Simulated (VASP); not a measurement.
# WS2 (Tungstenite) (R3m) in VASP: further runs

The runs below take WS2 (Tungstenite) through single point, with LDA, PBE.

Program: VASP 6.6.1. These are calculated values, not measurements. Logs are shortened: lines on timing, memory, paths and dates and some standing lists are left out, and cuts for length are marked.

### 1 The cell of the first run

Symmetry: R3m, No. 160, trigonal system. Conventional cell: a = 3.200 Å, b = 3.200 Å, c = 18.733 Å, α = 90.00°, β = 90.00°, γ = 120.00°. W (site symmetry 3m) has 6 S at 2.42 to 2.45 Å and 6 W at 3.20 Å within 3.2 Å. Within 3.2 Å of S (site symmetry 3m) lie 3 W at 2.45 Å and 7 S at 3.17 to 3.20 Å. S (site symmetry 3m) has 3 W at 2.42 Å and 7 S at 3.17 to 3.20 Å within 3.2 Å.

### 2 Single point, LDA (volume scaled by 1.04)

INCAR

```
ALGO     = Normal         # electronic algorithm
EDIFF    = 1E-6           # SCF threshold, eV
ENCUT    = 520            # plane-wave cutoff, eV
ISIF     = 2              # what is computed and relaxed
ISMEAR   = -1             # smearing method
LASPH    = T              # aspherical terms in the spheres
LCHARG   = F              # write CHGCAR
LREAL    = F              # projectors in reciprocal space
LWAVE    = F              # write WAVECAR
NBANDS   = 20             # bands
NELM     = 80             # most SCF steps
PREC     = Accurate       # precision mode
SIGMA    = 0.05           # smearing width, eV
```

KPOINTS

```
k-points
0
Gamma
  10 10 10
```

POSCAR

```
WS2
1.0
    1.5997786986      0.9236326623      6.2444391255
   -1.5997786986      0.9236326623      6.2444391255
    0.0000000000     -1.8472653246      6.2444391255
W S
1 2
Direct
    0.0000000000      0.0000000000      0.0000000000
    0.5810000000      0.5810000000      0.5810000000
    0.7503000000      0.7503000000      0.7503000000
```

Potentials or basis: VASP PAW LDA potentials, release 64 (W_sv, S).

Run with:

```
$ cat potpaw_LDA.64/W_sv/POTCAR potpaw_LDA.64/S/POTCAR > POTCAR
$ mpirun -np 1 vasp_std > vasp.out
```

OUTCAR:

```text
EDIFF = 1E-6
   ENCUT = 520
   ISIF = 2
   ISMEAR = -1
   LASPH = T
   LREAL = F
   NELM = 80
   PREC = Accurate

 ion  position               nearest neighbor table
   1  0.000  0.000  0.000-   3 2.42   3 2.42   3 2.42   2 2.45   2 2.45   2 2.45
   2  0.581  0.581  0.581-   1 2.45   1 2.45   1 2.45
   3  0.750  0.750  0.750-   1 2.42   1 2.42   1 2.42

  LATTYP: Found a trigonal (rhomboedric) cell.
 ALAT       =     6.5119435786
 COS(alpha) =     0.8792940837

  Lattice vectors:

 A1 = (   1.5997786986,   0.9236326623,   6.2444391255)
 A2 = (  -1.5997786986,   0.9236326623,   6.2444391255)
 A3 = (   0.0000000000,  -1.8472653246,   6.2444391255)

Analysis of symmetry for initial positions (statically):
=====================================================================
 Subroutine PRICEL returns:
 Original cell was already a primitive cell.

 Routine SETGRP: Setting up the symmetry group for a
 trigonal (rhombohedral) supercell.

 Subroutine GETGRP returns: Found  6 space group operations
 (whereof  6 operations were pure point group operations)
 out of a pool of 12 trial point group operations.

The static configuration has the point symmetry C_3v.

Analysis of symmetry for dynamics (positions and initial velocities):
=====================================================================
 Subroutine PRICEL returns:
 Original cell was already a primitive cell.

 Routine SETGRP: Setting up the symmetry group for a
 trigonal (rhombohedral) supercell.

 Subroutine GETGRP returns: Found  6 space group operations
 (whereof  6 operations were pure point group operations)
 out of a pool of 12 trial point group operations.

The dynamic configuration has the point symmetry C_3v.

 Subroutine INISYM returns: Found  6 space group operations
 (whereof  6 operations are pure point group operations),
 and found     1 'primitive' translations

----------------------------------------------------------------------------------------

                                     Primitive cell

  volume of cell :      55.3610

  direct lattice vectors                    reciprocal lattice vectors
[... 81 lines left out ...]
   ISTART =      0    job   : 0-new  1-cont  2-samecut
   ICHARG =      2    charge: 1-file 2-atom 10-const
   ISPIN  =      1    spin polarized calculation?
   LNONCOLLINEAR =      F non collinear calculations
   LSORBIT =      F    spin-orbit coupling
   LASPH  =      T    aspherical Exc in radial PAW
   ENCUT  =  520.0 eV  38.22 Ry    6.18 a.u.  12.11 12.11 12.11*2*pi/ulx,y,z
   NELM   =     80;   NELMIN=  2; NELMDL= -5     # of ELM steps
   EDIFF  = 0.1E-05   stopping-criterion for ELM
   LREAL  =      F    real-space projection
   EDIFFG = 0.1E-04   stopping-criterion for IOM
   NSW    =      0    number of steps for IOM
   IBRION =     -1    ionic relax: 0-MD 1-quasi-New 2-CG
   NFREE  =      0    steps in history (QN), initial steepest desc. (CG)
   ISIF   =      2    stress and relaxation
   ISYM   =      2    0-nonsym 1-usesym 2-fastsym
   POTIM  = 0.5000    time-step for ionic-motion
   TEBEG  =    0.0;   TEEND  =   0.0 temperature during run
   PSTRESS=    0.0 pullay stress
   NELECT =      26.0000    total number of electrons
   NUPDOWN=      -1.0000    fix difference up-down
   EMIN   =  10.00;   EMAX   =-10.00  energy-range for DOS
   EFERMI =   0.00;   METHOD = LEGACY
   ISMEAR =    -1;   SIGMA  =   0.05  broadening in eV -4-tet -1-fermi 0-gaus
   EFERMI_NEDOS =   21; number of points for ismear=-14 and -15
   IALGO  =     38    algorithm
   IMIX   =      4    mixing-type and parameters
     AMIX     =   0.40;   BMIX     =  1.00
     AMIX_MAG =   1.60;   BMIX_MAG =  1.00
  volume/ion in A,a.u.               =      18.45       124.53
  Fermi-wavevector in a.u.,A,eV,Ry     =   1.272520  2.404714 22.032015  1.619307
  Thomas-Fermi vector in A             =   2.405394
   LORBIT       =      0    0 simple, 1 ext, 2 COOP (PROOUT), +10 PAW based schemes
   GGA     = CA    functional components
   LHFCALC =     F    Hartree Fock is set to
   AEXX    =    0.0000 exact exchange contribution
   IVDW    =     0    specifies the selected vdW correction
   LEPSILON=     F    determine dielectric tensor
   LRPA    =     F    only Hartree local field effects (RPA)
 non-spin polarized calculation
  energy-cutoff  :      520.00
  volume of cell :       55.36
 maximum number of plane-waves:      1507
   NGX = 25   NGY = 25   NGZ = 25

 number of electron      26.0000002 magnetization

 Free energy of the ion-electron system (eV)
  ---------------------------------------------------
  ext. energy  EPLUGINS =         0.00000000
  ---------------------------------------------------
  free energy    TOTEN  =       -26.15881236 eV

  energy without entropy =      -26.15881194  energy(sigma->0) =      -26.15881215

 E-fermi :   7.2815     XC(G=0): -11.0518

 val. band max:        6.8175553671   @ k =   0.5000   0.5000   0.5000
 cond. band min:       7.8474722977   @ k =  -0.2000   0.2000   0.0000
 fundamental gap:      1.0299169306
 Fermi energy:         7.2815072836

 k-point     1 :       0.0000    0.0000    0.0000
  band No.  band energies     occupation
      1     -67.3999      2.00000
      2     -31.8841      2.00000
      3     -31.7321      2.00000
      4     -31.7321      2.00000
      5      -8.4367      2.00000
      6      -6.5704      2.00000
[... 541 lines left out ...]
     19      14.0310      0.00000
     20      15.1535      0.00000

 [... further k-points ...]

------------------------ aborting loop because EDIFF is reached ----------------------------------------

  FORCE on cell =-STRESS in cart. coord.  units (eV):
  Direction    XX          YY          ZZ          XY          YZ          ZX
  --------------------------------------------------------------------------------------
  -------------------------------------------------------------------------------------
  Total       -3.1413509     -3.1413509     -3.1638366      0.0000000      0.0000000      0.0000000
  in kB      -90.9124081    -90.9124081    -91.5631557      0.0000000      0.0000000      0.0000000
  external PRESSURE =     -91.1293240 kB  Pullay stress =       0.0000000 kB

 VOLUME and BASIS-vectors are now :
 -----------------------------------------------------------------------------
  energy-cutoff  :      520.00
  volume of cell :       55.36
      direct lattice vectors                 reciprocal lattice vectors
     1.599778699  0.923632662  6.244439125     0.312543229  0.180446917  0.053380828
    -1.599778699  0.923632662  6.244439125    -0.312543229  0.180446917  0.053380828
     0.000000000 -1.847265325  6.244439125     0.000000000 -0.360893835  0.053380828

 POSITION                                       TOTAL-FORCE (eV/Angst)
 -----------------------------------------------------------------------------------
      0.00000      0.00000      0.00000         0.000000      0.000000     -0.534465
      0.00000      0.00000     10.88406         0.000000      0.000000      1.141474
      0.00000      0.00000     14.05561         0.000000     -0.000000     -0.607009
 -----------------------------------------------------------------------------------
    total drift:                                0.000000     -0.000000     -0.000069

  FREE ENERGIE OF THE ION-ELECTRON SYSTEM (eV)
  ---------------------------------------------------
  free  energy   TOTEN  =       -26.1588123639 eV

  energy  without entropy=      -26.1588119356  energy(sigma->0) =      -26.15881215
```

It took 4.7 min on 1 thread of Intel Xeon Platinum 8259CL at 2.50GHz (Skylake/Cascade Lake), shared host; peak memory 0.33 GiB.

What came out:

```yaml
Free_energy: -26.1588 eV
Pressure: -9.1 GPa
Largest_force: 1.141 eV/Å
Band_gap_on_the_k_mesh: 1.03 eV, indirect (least direct gap 2.11 eV)
```

Forces on the atoms (eV/Å):
```
W    0.000  0.000 -0.534
S    0.000  0.000  1.141
S    0.000  0.000 -0.607
```

Caveat: spin-orbit coupling is left out, which moves the levels of the heavy elements; forces of over 1 eV/Å act on the atoms, so gaps and moduli don't describe the material at rest. A k mesh can miss the band edges.

### 3 Single point, PBE (volume scaled by 0.98)

INCAR

```
SYSTEM = WS2
ALGO     = Normal         ! electronic algorithm
EDIFF    = 1E-6           ! SCF threshold, eV
ENCUT    = 520            ! plane-wave cutoff, eV
GGA      = PE             ! functional
ISIF     = 2              ! what is computed and relaxed
ISMEAR   = -1             ! smearing method
LASPH    = .TRUE.         ! aspherical terms in the spheres
LCHARG   = .FALSE.        ! write CHGCAR
LREAL    = .FALSE.        ! projectors in reciprocal space
LWAVE    = .FALSE.        ! write WAVECAR
NBANDS   = 20             ! bands
NELM     = 100            ! most SCF steps
PREC     = Accurate       ! precision mode
SIGMA    = 0.05           ! smearing width, eV
```

KPOINTS

```
k-points
0
G
  10 10 10
  0 0 0
```

POSCAR

```
WS2
1.0
    1.5684023653      0.9055175278      6.1219674337
   -1.5684023653      0.9055175278      6.1219674337
    0.0000000000     -1.8110350555      6.1219674337
W S
1 2
Direct
    0.0000000000      0.0000000000      0.0000000000
    0.5810000000      0.5810000000      0.5810000000
    0.7503000000      0.7503000000      0.7503000000
```

Potentials or basis: VASP PAW PBE potentials, release 64 (W_sv, S).

Run with:

```
$ cat potpaw_PBE.64/W_sv/POTCAR potpaw_PBE.64/S/POTCAR > POTCAR
$ mpirun -np 1 vasp_std > vasp.out
```

OUTCAR:

```text
SYSTEM = WS2
   EDIFF = 1E-6
   ENCUT = 520
   GGA = PE
   ISIF = 2
   ISMEAR = -1
   LASPH = .TRUE.
   LREAL = .FALSE.
   NELM = 100
   PREC = Accurate

 ion  position               nearest neighbor table
   1  0.000  0.000  0.000-   3 2.37   3 2.37   3 2.37   2 2.40   2 2.40   2 2.40
   2  0.581  0.581  0.581-   1 2.40   1 2.40   1 2.40
   3  0.750  0.750  0.750-   1 2.37   1 2.37   1 2.37

  LATTYP: Found a trigonal (rhomboedric) cell.
 ALAT       =     6.3842253431
 COS(alpha) =     0.8792940837

  Lattice vectors:

 A1 = (   1.5684023653,   0.9055175278,   6.1219674337)
 A2 = (  -1.5684023653,   0.9055175278,   6.1219674337)
 A3 = (   0.0000000000,  -1.8110350555,   6.1219674337)

Analysis of symmetry for initial positions (statically):
=====================================================================
 Subroutine PRICEL returns:
 Original cell was already a primitive cell.

 Routine SETGRP: Setting up the symmetry group for a
 trigonal (rhombohedral) supercell.

 Subroutine GETGRP returns: Found  6 space group operations
 (whereof  6 operations were pure point group operations)
[... 158 lines left out ...]
  ---------------------------------------------------
  ext. energy  EPLUGINS =         0.00000000
  ---------------------------------------------------
  free energy    TOTEN  =       -23.56409738 eV

  energy without entropy =      -23.56409709  energy(sigma->0) =      -23.56409723

 E-fermi :   8.2571     XC(G=0): -11.0441

 val. band max:        7.7765624329   @ k =   0.5000   0.5000   0.5000
 cond. band min:       8.8347513916   @ k =  -0.2000   0.2000   0.0000
 fundamental gap:      1.0581889587
 Fermi energy:         8.2570926680

 k-point     1 :       0.0000    0.0000    0.0000
  band No.  band energies     occupation
      1     -66.8494      2.00000
      2     -31.1358      2.00000
      3     -30.9404      2.00000
      4     -30.9404      2.00000
      5      -8.0600      2.00000
      6      -5.9913      2.00000
[... 541 lines left out ...]
     19      15.1560      0.00000
     20      16.3827      0.00000

 [... further k-points ...]
[... 5 lines left out ...]
  --------------------------------------------------------------------------------------
  -------------------------------------------------------------------------------------
  Total        2.5984574      2.5984574      2.8687089      0.0000000      0.0000000      0.0000000
  in kB       79.8049034     79.8049034     88.1049795      0.0000000      0.0000000      0.0000000
  external PRESSURE =      82.5715955 kB  Pullay stress =       0.0000000 kB

 VOLUME and BASIS-vectors are now :
 -----------------------------------------------------------------------------
  energy-cutoff  :      520.00
  volume of cell :       52.17
      direct lattice vectors                 reciprocal lattice vectors
     1.568402365  0.905517528  6.121967434     0.318795745  0.184056809  0.054448727
    -1.568402365  0.905517528  6.121967434    -0.318795745  0.184056809  0.054448727
     0.000000000 -1.811035056  6.121967434     0.000000000 -0.368113618  0.054448727

 POSITION                                       TOTAL-FORCE (eV/Angst)
 -----------------------------------------------------------------------------------
      0.00000      0.00000      0.00000         0.000000     -0.000000     -0.639578
      0.00000      0.00000     10.67059         0.000000     -0.000000     -0.258121
      0.00000      0.00000     13.77994         0.000000      0.000000      0.897699
 -----------------------------------------------------------------------------------
    total drift:                                0.000000      0.000000     -0.000028

  FREE ENERGIE OF THE ION-ELECTRON SYSTEM (eV)
  ---------------------------------------------------
  free  energy   TOTEN  =       -23.5640973754 eV

  energy  without entropy=      -23.5640970878  energy(sigma->0) =      -23.56409723
```

stdout:

```text
POSCAR found type information on POSCAR W S
 POSCAR found :  2 types and       3 ions
 scaLAPACK will be used
 LDA part: xc-table for (Slater+PW92), standard interpolation
 POSCAR, INCAR and KPOINTS ok, starting setup
 FFT: planning ... GRIDC
 FFT: planning ... GRID_SOFT
 FFT: planning ... GRID
 WAVECAR not read
 entering main loop
```

Run time: 2.4 min. Hardware: 1 thread of Intel Xeon 6975P-C (Granite Rapids), shared host; peak memory 0.37 GiB.

What came out:

* Free energy: -23.5641 eV
* Pressure: 8.3 GPa
* Largest force: 0.898 eV/Å
* Band gap on the k mesh: 1.06 eV, indirect (least direct gap 2.30 eV)

Forces in eV/Å, atoms in the order of the input:
```
W    0.000  0.000 -0.640
S    0.000  0.000 -0.258
S    0.000  0.000  0.898
```

Stress tensor (GPa, compression positive):
```
7.98 0.00 0.00
0.00 7.98 0.00
0.00 0.00 8.81
```

Levels at points of the mesh, in eV from the valence-band top:
```tsv
k point	band 9	band 10	band 11	band 12	band 13	band 14	band 15	band 16	band 17	band 18
(0.00, 0.00, 0.00)	-3.63	-2.35	-2.35	-1.61	-1.26	2.22	2.22	2.59	2.59	4.81
(0.50, 0.00, 0.00)	-5.44	-4.26	-2.64	-1.85	-1.78	2.36	2.66	3.68	3.95	4.44
(0.50, 0.50, 0.00)	-5.13	-4.18	-3.26	-2.06	-1.60	2.32	2.78	3.28	4.47	5.02
(0.50, 0.50, 0.50)	-3.65	-3.65	-2.31	-2.31	0.00	2.34	2.34	2.43	2.43	4.99
```

Caveat: spin-orbit coupling is left out, which moves the levels of the heavy elements. A k mesh can miss the band edges.

[end of part 1 of 2]
